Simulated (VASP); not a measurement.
# Ta (Fmmm) in VASP: single point with r2SCAN

Aim: the single point of Ta with r2SCAN.

All numbers are computed with VASP 6.6.1; they aren't measurements. Logs are shortened: lines on timing, memory, paths and dates and some standing lists are left out, and cuts for length are marked.

## 1. The cell of the first run

It takes space group Fmmm (No. 69, orthorhombic). The conventional cell has a = 3.088 Å, b = 4.819 Å, c = 10.109 Å, α = 90.00°, β = 90.00°, γ = 90.00°. Ta (site symmetry mm2) has 11 Ta at 2.73 to 3.35 Å within 3.6 Å.

## 2. Single point, r2SCAN

Contents of POSCAR:

```
Ta
1.0
    1.5439799042     -5.0545007925      0.0000000000
    1.5439799042      5.0545007925      0.0000000000
    0.0000000000      0.0000000000      4.8188106960
Ta
4
Direct
    0.1349261475      0.8650738525      0.9999959323
    0.6349261475      0.3650738525      0.5000040677
    0.8650738525      0.1349261475      0.0000040677
    0.3650738525      0.6349261475      0.4999959323
```

Contents of INCAR.step1:

```
SYSTEM = Ta
PREC = Accurate ; ENCUT = 520
ISMEAR = 0 ; SIGMA = 0.1
LREAL = .FALSE. ; LASPH = .TRUE.
NELM = 80 ; NBANDS = 30
GGA = PE ; ALGO = Normal
EDIFF = 1E-4 ; LWAVE = .TRUE.
LCHARG = .FALSE.
```

Contents of INCAR.step2:

```
SYSTEM = Ta
PREC = Accurate ; ENCUT = 520
EDIFF = 1E-7 ; ISMEAR = 0
SIGMA = 0.1 ; LREAL = .FALSE.
LASPH = .TRUE. ; NELM = 80
ALGO = Normal ; ISIF = 2
LWAVE = .FALSE. ; LCHARG = .FALSE.
METAGGA = R2SCAN ; LMIXTAU = .TRUE.
NBANDS = 30 ; ISTART = 1
```

Contents of KPOINTS:

```
Automatic mesh
0
G
  6 6 4
  0 0 0
```

Potentials or basis: VASP PAW PBE potentials, release 64 (Ta_pv).

On the command line:

```console
$ cat potpaw_PBE.64/Ta_pv/POTCAR > POTCAR
$ cp INCAR.step1 INCAR
$ mpirun -np 1 vasp_std > vasp.out
$ cp INCAR.step2 INCAR
$ mpirun -np 1 vasp_std > vasp.out
```

OUTCAR:

```text
SYSTEM = Ta
   PREC = Accurate
   ENCUT = 520
   EDIFF = 1E-7
   ISMEAR = 0
   LREAL = .FALSE.
   LASPH = .TRUE.
   NELM = 80
   ISIF = 2
   METAGGA = R2SCAN
   ISTART = 1

 ion  position               nearest neighbor table
   1  0.135  0.865  1.000-   3 2.73   3 2.79   3 2.79   2 2.86   2 2.86   2 2.86   2 2.86   4 3.35
                             4 3.35
   2  0.635  0.365  0.500-   4 2.73   4 2.79   4 2.79   1 2.86   1 2.86   1 2.86   1 2.86   3 3.35
                             3 3.35
   3  0.865  0.135  0.000-   1 2.73   1 2.79   1 2.79   4 2.86   4 2.86   4 2.86   4 2.86   2 3.35
                             2 3.35
   4  0.365  0.635  0.500-   2 2.73   2 2.79   2 2.79   3 2.86   3 2.86   3 2.86   3 2.86   1 3.35
                             1 3.35

  LATTYP: Found a base centered orthorhombic cell.
 ALAT       =     3.0879598084
 B/A-ratio  =     3.2736830180
 C/A-ratio  =     1.5605160025

  Lattice vectors:

 A1 = (   1.5439799042,  -5.0545007925,   0.0000000000)
 A2 = (   1.5439799042,   5.0545007925,   0.0000000000)
 A3 = (   0.0000000000,   0.0000000000,   4.8188106960)

Analysis of symmetry for initial positions (statically):
=====================================================================
 Subroutine PRICEL returns:
 Original cell was already a primitive cell.

 Routine SETGRP: Setting up the symmetry group for a
 base centered orthorhombic supercell.

 Subroutine GETGRP returns: Found  8 space group operations
 (whereof  4 operations were pure point group operations)
 out of a pool of  8 trial point group operations.

The static configuration has the point symmetry C_2h.
 The point group associated with its full space group is D_2h.

Analysis of symmetry for dynamics (positions and initial velocities):
=====================================================================
 Subroutine PRICEL returns:
 Original cell was already a primitive cell.

 Routine SETGRP: Setting up the symmetry group for a
 base centered orthorhombic supercell.

 Subroutine GETGRP returns: Found  8 space group operations
 (whereof  4 operations were pure point group operations)
 out of a pool of  8 trial point group operations.

The dynamic configuration has the point symmetry C_2h.
 The point group associated with its full space group is D_2h.

 Subroutine INISYM returns: Found  8 space group operations
 (whereof  4 operations are pure point group operations),
 and found     1 'primitive' translations

[... 97 lines left out ...]
   NELM   =     80;   NELMIN=  2; NELMDL=  0     # of ELM steps
   EDIFF  = 0.1E-06   stopping-criterion for ELM
   LREAL  =      F    real-space projection
   EDIFFG = 0.1E-05   stopping-criterion for IOM
   NSW    =      0    number of steps for IOM
   IBRION =     -1    ionic relax: 0-MD 1-quasi-New 2-CG
   NFREE  =      0    steps in history (QN), initial steepest desc. (CG)
   ISIF   =      2    stress and relaxation
   ISYM   =      2    0-nonsym 1-usesym 2-fastsym
   POTIM  = 0.5000    time-step for ionic-motion
   TEBEG  =    0.0;   TEEND  =   0.0 temperature during run
   PSTRESS=    0.0 pullay stress
   NELECT =      44.0000    total number of electrons
   NUPDOWN=      -1.0000    fix difference up-down
   EMIN   =  10.00;   EMAX   =-10.00  energy-range for DOS
   EFERMI =   0.00;   METHOD = LEGACY
   ISMEAR =     0;   SIGMA  =   0.10  broadening in eV -4-tet -1-fermi 0-gaus
   EFERMI_NEDOS =   21; number of points for ismear=-14 and -15
   IALGO  =     38    algorithm
   IMIX   =      4    mixing-type and parameters
     AMIX     =   0.40;   BMIX     =  1.00
     AMIX_MAG =   1.60;   BMIX_MAG =  1.00
  volume/ion in A,a.u.               =      18.80       126.89
  Fermi-wavevector in a.u.,A,eV,Ry     =   1.369186  2.587386 25.506440  1.874670
  Thomas-Fermi vector in A             =   2.495084
   LORBIT       =      0    0 simple, 1 ext, 2 COOP (PROOUT), +10 PAW based schemes
   METAGGA = R2SCAN    functional components
   LHFCALC =     F    Hartree Fock is set to
   AEXX    =    0.0000 exact exchange contribution
   IVDW    =     0    specifies the selected vdW correction
   LEPSILON=     F    determine dielectric tensor
   LRPA    =     F    only Hartree local field effects (RPA)
 non-spin polarized calculation
 Gauss-broadening in eV      SIGMA  =   0.10
  energy-cutoff  :      520.00
  volume of cell :       75.21
 maximum number of plane-waves:      2040
   NGX = 19   NGY = 19   NGZ = 17

 number of electron      44.0000002 magnetization

 Free energy of the ion-electron system (eV)
  ---------------------------------------------------
  ext. energy  EPLUGINS =         0.00000000
  ---------------------------------------------------
  free energy    TOTEN  =      -192.70025116 eV

  energy without entropy =     -192.68473711  energy(sigma->0) =     -192.69249414

 E-fermi :   5.4931     XC(G=0): -13.4548

 val. band max:        5.4734409555   @ k =   0.5000   0.0000   0.5000
 cond. band min:       5.5053958492   @ k =  -0.3333   0.1667   0.0000
 fundamental gap:      0.0319548937
 Fermi energy:         5.4931048785

 k-point     1 :       0.0000    0.0000    0.0000
  band No.  band energies     occupation
      1     -30.7168      2.00000
      2     -30.4931      2.00000
      3     -30.4350      2.00000
      4     -30.1996      2.00000
      5     -29.8817      2.00000
      6     -29.7090      2.00000
[... 781 lines left out ...]
     29       8.2574      0.00000
     30       8.7917      0.00000

 [... further k-points ...]

------------------------ aborting loop because EDIFF is reached ----------------------------------------

  FORCE on cell =-STRESS in cart. coord.  units (eV):
  Direction    XX          YY          ZZ          XY          YZ          ZX
  --------------------------------------------------------------------------------------
  -------------------------------------------------------------------------------------
  Total        0.2106529      0.2728147      0.3297066      0.0000000     -0.0000000      0.0000000
  in kB        4.4873321      5.8115049      7.0234180      0.0000000     -0.0000000      0.0000000
  external PRESSURE =       5.7740850 kB  Pullay stress =       0.0000000 kB

 VOLUME and BASIS-vectors are now :
 -----------------------------------------------------------------------------
  energy-cutoff  :      520.00
  volume of cell :       75.21
      direct lattice vectors                 reciprocal lattice vectors
     1.543979904 -5.054500792  0.000000000     0.323838412 -0.098921737  0.000000000
     1.543979904  5.054500792  0.000000000     0.323838412  0.098921737  0.000000000
     0.000000000  0.000000000  4.818810696     0.000000000  0.000000000  0.207520084

 POSITION                                       TOTAL-FORCE (eV/Angst)
 -----------------------------------------------------------------------------------
      1.54398      3.69053      4.81879         0.000000      0.002728      0.000374
      1.54398     -1.36397      2.40942         0.000000      0.002728     -0.000374
      1.54398     -3.69053      0.00002         0.000000     -0.002728     -0.000374
      1.54398      1.36397      2.40939         0.000000     -0.002728      0.000374
 -----------------------------------------------------------------------------------
    total drift:                               -0.000000      0.000000      0.000000

  FREE ENERGIE OF THE ION-ELECTRON SYSTEM (eV)
  ---------------------------------------------------
  free  energy   TOTEN  =      -192.7002511590 eV

  energy  without entropy=     -192.6847371149  energy(sigma->0) =     -192.69249414
```

OUTCAR.step1:

```text
SYSTEM = Ta
   PREC = Accurate
   ENCUT = 520
   ISMEAR = 0
   LREAL = .FALSE.
   LASPH = .TRUE.
   NELM = 80
[... 1027 lines left out ...]
      1.54398     -1.36397      2.40942         0.000000      0.053682     -0.000374
      1.54398     -3.69053      0.00002         0.000000     -0.053682     -0.000374
      1.54398      1.36397      2.40939         0.000000     -0.053682      0.000374
 -----------------------------------------------------------------------------------
    total drift:                               -0.000000      0.000000      0.000000

  FREE ENERGIE OF THE ION-ELECTRON SYSTEM (eV)
  ---------------------------------------------------
  free  energy   TOTEN  =       -45.6674856843 eV

  energy  without entropy=      -45.6519076198  energy(sigma->0) =      -45.65969665
```

OSZICAR.step1:

```text
N       E                     dE             d eps       ncg     rms          rms(c)
DAV:   1     0.421626402425E+03    0.42163E+03   -0.24876E+04  2340   0.153E+03
DAV:   2    -0.305822922091E+02   -0.45221E+03   -0.44020E+03  2582   0.449E+02
DAV:   3    -0.473470531186E+02   -0.16765E+02   -0.16174E+02  3098   0.764E+01
DAV:   4    -0.476427933206E+02   -0.29574E+00   -0.29443E+00  2824   0.917E+00
DAV:   5    -0.476485100725E+02   -0.57168E-02   -0.57128E-02  3010   0.109E+00    0.261E+01
DAV:   6    -0.460559076446E+02    0.15926E+01   -0.25718E+00  2484   0.102E+01    0.128E+01
DAV:   7    -0.456728578300E+02    0.38305E+00   -0.14510E+00  2754   0.768E+00    0.107E+00
DAV:   8    -0.456682999711E+02    0.45579E-02   -0.35442E-02  2912   0.110E+00    0.483E-01
DAV:   9    -0.456675226135E+02    0.77736E-03   -0.46018E-03  2688   0.409E-01    0.140E-01
DAV:  10    -0.456674856843E+02    0.36929E-04   -0.75515E-04  2482   0.142E-01
   1 F= -.45667486E+02 E0= -.45659697E+02  d E =-.155781E-01
```

It took 20 min on 1 thread of AMD EPYC 7R13, shared host; peak memory 0.24 GiB.

What came out:

```
Free energy            : -192.7003 eV
Pressure               : 0.6 GPa
Band gap on the k mesh : zero (band 22 reaches 5.93 eV, above the bottom of band 23 at 4.69 eV)
```

Forces on the atoms (eV/Å):
```
Ta   0.000  0.003  0.000
Ta   0.000  0.003  0.000
Ta   0.000 -0.003  0.000
Ta   0.000 -0.003  0.000
```

Levels at points of the mesh, in eV from the Fermi level:
```csv
k point,band 18,band 19,band 20,band 21,band 22,band 23,band 24,band 25,band 26,band 27
"(0.00, 0.00, 0.00)",-1.78,-0.52,-0.24,0.12,0.13,0.64,0.91,1.98,2.48,2.59
"(0.50, 0.00, 0.00)",-2.12,-1.41,-1.41,-1.39,-1.39,0.54,0.54,1.00,1.00,2.64
"(0.50, 0.50, 0.00)",-2.65,-2.34,-0.95,-0.67,0.04,0.44,0.70,1.27,2.28,2.53
"(0.00, 0.00, 0.50)",-2.89,-0.78,-0.78,-0.30,-0.30,0.97,0.97,1.28,1.28,2.29
"(0.50, 0.00, 0.50)",-2.71,-2.26,-2.26,-0.02,-0.02,1.19,1.19,2.47,2.47,4.48
"(0.50, 0.50, 0.50)",-2.65,-0.74,-0.74,0.18,0.18,0.38,0.38,1.24,1.24,1.66
```

Caveat: the PAW data sets were made with another functional, which shifts forces and pressure a little; spin-orbit coupling is left out, which moves the levels of the heavy elements.
